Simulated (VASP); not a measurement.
# Mg (R-3m) in VASP: notebook, part 2 of 2

VASP 6.6.1.

## Step 4: Relaxation of cell and atoms, PBE

Contents of INCAR:

```
PREC     = Accurate       # precision mode
ENCUT    = 600            # plane-wave cutoff, eV
EDIFF    = 1E-7           # SCF threshold, eV
ISMEAR   = 0              # smearing method
SIGMA    = 0.1            # smearing width, eV
LREAL    = False          # projectors in reciprocal space
LASPH    = True           # aspherical terms in the spheres
NELM     = 100            # most SCF steps
ALGO     = Fast           # electronic algorithm
ISIF     = 3              # what is computed and relaxed
LWAVE    = False          # write WAVECAR
LCHARG   = False          # write CHGCAR
GGA      = PE             # functional
IBRION   = 2              # ionic algorithm
NSW      = 90             # ionic steps
EDIFFG   = -0.04          # ionic threshold
```

Contents of KPOINTS:

```
Automatic mesh
0
Gamma
  3 3 3
```

Contents of POSCAR:

```
Mg
1.0
    3.6449664690      2.1044223721      6.2161336964
   -3.6449664690      2.1044223721      6.2161336964
    0.0000000000     -4.2088447441      6.2161336964
Mg
12
Direct
    0.0101900000      0.6536100000      0.0101900000
    0.0101900000      0.0101900000      0.6536100000
    0.6536100000      0.0101900000      0.0101900000
    0.9898100000      0.3463900000      0.9898100000
    0.3463900000      0.9898100000      0.9898100000
    0.9898100000      0.9898100000      0.3463900000
    0.2211800000      0.6306000000      0.2211800000
    0.2211800000      0.2211800000      0.6306000000
    0.6306000000      0.2211800000      0.2211800000
    0.7788200000      0.3694000000      0.7788200000
    0.3694000000      0.7788200000      0.7788200000
    0.7788200000      0.7788200000      0.3694000000
```

Potentials or basis: VASP PAW PBE potentials, release 64 (Mg).

Started as:

```
> cat potpaw_PBE.64/Mg/POTCAR > POTCAR
> mpirun -np 1 vasp_std > vasp.out
```

OUTCAR:

```text
PREC = Accurate
   ENCUT = 600
   EDIFF = 1E-7
   ISMEAR = 0
   LREAL = False
   LASPH = True
   NELM = 100
   ISIF = 3
   GGA = PE
   IBRION = 2
   NSW = 90
   EDIFFG = -0.04

 ion  position               nearest neighbor table
   1  0.010  0.654  0.010-   4 2.48   3 2.60   2 2.60   7 2.67  12 2.68  11 2.68
   2  0.010  0.010  0.654-   6 2.48   3 2.60   1 2.60   8 2.67  10 2.68  11 2.68
   3  0.654  0.010  0.010-   5 2.48   1 2.60   2 2.60   9 2.67  12 2.68  10 2.68
   4  0.990  0.346  0.990-   1 2.48   5 2.60   6 2.60  10 2.67   8 2.68   9 2.68
   5  0.346  0.990  0.990-   3 2.48   4 2.60   6 2.60  11 2.67   8 2.68   7 2.68
   6  0.990  0.990  0.346-   2 2.48   4 2.60   5 2.60  12 2.67   9 2.68   7 2.68
   7  0.221  0.631  0.221-  11 2.65  12 2.65   1 2.67   6 2.68   5 2.68   9 2.98   8 2.98
   8  0.221  0.221  0.631-  10 2.65  11 2.65   2 2.67   4 2.68   5 2.68   7 2.98   9 2.98
   9  0.631  0.221  0.221-  10 2.65  12 2.65   3 2.67   6 2.68   4 2.68   7 2.98   8 2.98
  10  0.779  0.369  0.779-   9 2.65   8 2.65   4 2.67   2 2.68   3 2.68  11 2.98  12 2.98
  11  0.369  0.779  0.779-   7 2.65   8 2.65   5 2.67   2 2.68   1 2.68  10 2.98  12 2.98
  12  0.779  0.779  0.369-   7 2.65   9 2.65   6 2.67   3 2.68   1 2.68  10 2.98  11 2.98

  LATTYP: Found a trigonal (rhomboedric) cell.
 ALAT       =     7.5069762363
 COS(alpha) =     0.5284942553

  Lattice vectors:

[... 184 lines left out ...]

  FORCE on cell =-STRESS in cart. coord.  units (eV):
  Direction    XX          YY          ZZ          XY          YZ          ZX
  --------------------------------------------------------------------------------------
  -------------------------------------------------------------------------------------
  Total       24.7522341     24.7522341     33.9003061     -0.0000000      0.0000000      0.0000000
  in kB      138.6203340    138.6203340    189.8524288     -0.0000000      0.0000000      0.0000000
  external PRESSURE =     155.6976989 kB  Pullay stress =       0.0000000 kB
[... 119 lines left out ...]
  FREE ENERGIE OF THE ION-ELECTRON SYSTEM (eV)
  ---------------------------------------------------
  free  energy   TOTEN  =       -11.8397010584 eV

  energy  without entropy=      -11.7851435997  energy(sigma->0) =      -11.81242233

[... ionic steps 4 to 23 ...]

--------------------------------------- Ionic step       24  -------------------------------------------

 number of electron      24.0000000 magnetization

------------------------ aborting loop because EDIFF is reached ----------------------------------------
[... 87 lines left out ...]
--------------------------------------- Ionic step       26  -------------------------------------------

 number of electron      24.0000000 magnetization

 Free energy of the ion-electron system (eV)
  ---------------------------------------------------
  ext. energy  EPLUGINS =         0.00000000
  ---------------------------------------------------
  free energy    TOTEN  =       -13.18385011 eV

  energy without entropy =      -13.14183311  energy(sigma->0) =      -13.16284161

 E-fermi :   0.9253     XC(G=0):  -7.3606

 val. band max:        0.9123093649   @ k =   0.3333   0.3333   0.0000
 cond. band min:       0.9546367688   @ k =   0.0000   0.0000   0.0000
 fundamental gap:      0.0423274038
 Fermi energy:         0.9252826717

 k-point     1 :       0.0000    0.0000    0.0000
  band No.  band energies     occupation
      1      -4.8993      2.00000
      2      -2.4734      2.00000
      3      -2.0299      2.00000
      4      -1.4903      2.00000
      5      -1.4903      2.00000
      6      -1.4534      2.00000
[... 160 lines left out ...]
  FREE ENERGIE OF THE ION-ELECTRON SYSTEM (eV)
  ---------------------------------------------------
  free  energy   TOTEN  =       -13.1838501077 eV

  energy  without entropy=      -13.1418331147  energy(sigma->0) =      -13.16284161

 reached required accuracy - stopping structural energy minimisation
```

Run time: 20 min. Hardware: 1 thread of Intel Xeon Platinum 8488C (Sapphire Rapids), shared host; peak memory 0.49 GiB.

Results:

- Free energy: -13.1839 eV
- Relaxed volume: 31.49 Å³/atom
- Relaxed cell: a = 8.859 Å, b = 8.859 Å, c = 8.859 Å, α = 50.20°, β = 50.20°, γ = 50.20°
- Space group after relaxing (to 0.1 Å): R-3m (No. 166)
- Energy gained by relaxing: 599.6 meV/atom
- Ionic steps: 26
- Pressure after relaxing: 0.0 GPa
- Largest force after relaxing: 0.028 eV/Å
- Band gap on the k mesh: zero (bands 12 and 13 overlap by 0.76 eV)

Forces on the atoms (eV/Å):
```
Mg   0.006 -0.003  0.005
Mg   0.000  0.007  0.005
Mg  -0.006 -0.003  0.005
Mg  -0.006  0.003 -0.005
Mg   0.006  0.003 -0.005
Mg   0.000 -0.007 -0.005
Mg   0.021 -0.012  0.014
Mg   0.000  0.024  0.014
Mg  -0.021 -0.012  0.014
Mg  -0.021  0.012 -0.014
Mg   0.021  0.012 -0.014
Mg   0.000 -0.024 -0.014
```

The path:
| step | energy change (eV) | largest force (eV/Å) | pressure (GPa) | volume (Å³) |
| --- | --- | --- | --- | --- |
| 1 | 0.0000 | 2.4139 | 15.57 | 286.09 |
| 2 | -5.7198 | 0.5524 | 1.37 | 392.99 |
| 3 | -5.8511 | 0.5653 | 0.44 | 410.35 |
| 4 | -5.7989 | 0.5749 | -0.94 | 446.56 |
| 5 | -5.8761 | 0.5735 | -0.18 | 424.36 |
| 6 | -5.8761 | 0.5725 | -0.05 | 421.24 |
| 7 | -6.0190 | 0.4101 | -0.12 | 421.51 |
| 8 | -6.1548 | 0.4002 | -0.16 | 421.67 |
| 9 | -6.1594 | 0.4318 | -0.15 | 421.64 |
| 10 | -6.2440 | 0.3670 | -0.15 | 418.73 |
| 11 | -6.4124 | 0.3008 | -0.09 | 409.89 |
| 12 | -6.4432 | 0.5352 | 0.42 | 391.83 |
| 13 | -6.5455 | 0.4738 | 0.05 | 394.57 |
| 14 | -6.6801 | 0.2630 | -0.67 | 400.99 |
| 15 | -6.8420 | 0.2253 | -0.31 | 388.26 |
| 16 | -6.9604 | 0.3421 | 0.58 | 367.00 |
| 17 | -7.0576 | 0.2249 | 0.31 | 369.81 |
| 18 | -7.0649 | 0.3113 | 0.23 | 370.82 |
| 19 | -7.1354 | 0.1709 | -0.18 | 378.31 |
| 20 | -7.1457 | 0.1087 | -0.38 | 382.61 |
| 21 | -7.1798 | 0.0674 | 0.10 | 374.75 |
| 22 | -7.1799 | 0.0630 | 0.08 | 375.04 |
| 23 | -7.1845 | 0.0597 | 0.01 | 376.59 |
| 24 | -7.1876 | 0.0563 | -0.12 | 379.27 |
| 25 | -7.1903 | 0.0445 | -0.10 | 378.93 |
| 26 | -7.1952 | 0.0281 | -0.05 | 377.89 |

Final structure:
```yaml
crystal:
  lattice:
    - [3.75819, 2.16979, 7.72357]
    - [-3.75819, 2.16979, 7.72357]
    - [0.00000, -4.33959, 7.72357]
  atoms:
    - { symbol: Mg, position: [0.09143, 0.50553, 0.09143] }
    - { symbol: Mg, position: [0.09143, 0.09143, 0.50553] }
    - { symbol: Mg, position: [0.50553, 0.09143, 0.09143] }
    - { symbol: Mg, position: [0.90857, 0.49447, 0.90857] }
    - { symbol: Mg, position: [0.49447, 0.90857, 0.90857] }
    - { symbol: Mg, position: [0.90857, 0.90857, 0.49447] }
    - { symbol: Mg, position: [0.23254, 0.63159, 0.23254] }
    - { symbol: Mg, position: [0.23254, 0.23254, 0.63159] }
    - { symbol: Mg, position: [0.63159, 0.23254, 0.23254] }
    - { symbol: Mg, position: [0.76746, 0.36841, 0.76746] }
    - { symbol: Mg, position: [0.36841, 0.76746, 0.76746] }
    - { symbol: Mg, position: [0.76746, 0.76746, 0.36841] }
```

Caveat: the volume moved by over 15 % at a fixed basis, so the end points are rough.

## Step 5: Overview

| task | cell | cutoff (eV) | gap on the mesh (eV) | pressure (GPa) | largest force (eV/Å) |
| --- | --- | --- | --- | --- | --- |
| single point | a = 7.507 Å, angles 58.1°, 12 atoms, atomic positions A | 520 | none | 15.6 | 2.41 |
| single point | a = 8.607 Å, angles 52.7°, 12 atoms, atomic positions B | 520 | none | 0.2 | 0.01 |
| relaxation of cell and atoms | relaxed from a = 7.507 Å, angles 58.1°, 12 atoms, atomic positions A | 600 | none | 0.0 | 0.03 |

Alike in all rows: level PBE; potentials or basis VASP PAW PBE potentials, release 64 (Mg); no spin polarisation; k mesh 3 × 3 × 3; smearing gaussian 0.1 eV.

Caveats: the cell stands under pressure (at least some runs); forces of over 1 eV/Å act on the atoms, so gaps and moduli don't describe the material at rest (at least some runs); the volume moved by over 15 % at a fixed basis, so the end points are rough (at least some runs).

Total energies depend on the potentials used, so only differences within one code and one set of settings carry meaning.
